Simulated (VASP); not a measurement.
Input of a VASP 6.6.1 run:

The input INCAR:

```
SYSTEM = MgO
  ALGO = Normal
  EDIFF = 1E-6
  ENCUT = 520
  GGA = PS
  ISIF = 2
  ISMEAR = 0
  LASPH = .True.
  LCHARG = .False.
  LREAL = .False.
  LWAVE = .False.
  NBANDS = 26
  NELM = 80
  PREC = Accurate
  SIGMA = 0.05
```

KPOINTS

```
k-points
0
Gamma
  9 9 4
  0 0 0
```

POSCAR

```
MgO
1.0
    3.2553371795      0.0000000000      0.0000000000
   -1.6276685897      2.8192046953      0.0000000000
    0.0000000000      0.0000000000     10.4149514991
Mg O
4 4
Direct
    0.3333333333      0.6666666667      0.9695963559
    0.0000000000      0.0000000000      0.2209473890
    0.0000000000      0.0000000000      0.7209473890
    0.6666666667      0.3333333333      0.4695963559
    0.3333333333      0.6666666667      0.7799156657
    0.0000000000      0.0000000000      0.5420208246
    0.0000000000      0.0000000000      0.0295387694
    0.6666666667      0.3333333333      0.2799156657
```

Potentials or basis: VASP PAW PBE potentials, release 64 (Mg, O).

Command:

```console
$ cat potpaw_PBE.64/Mg/POTCAR potpaw_PBE.64/O/POTCAR > POTCAR
$ mpirun -np 1 vasp_std > vasp.out
```

(1) Estimate the pressure.

(2) Estimate the band gap on the k mesh.

(3) Estimate the largest force.

Answers

(1) 0.2 GPa.

(2) 3.22 eV.

(3) 2.270 eV/Å.

Caveat: the cell differs from its parent crystal (atom 6 (O) moved by +0.000 Å along [1 0 0] and +0.130 Å along [0 0 1]); the PAW data sets were made with another functional, which shifts forces and pressure a little.
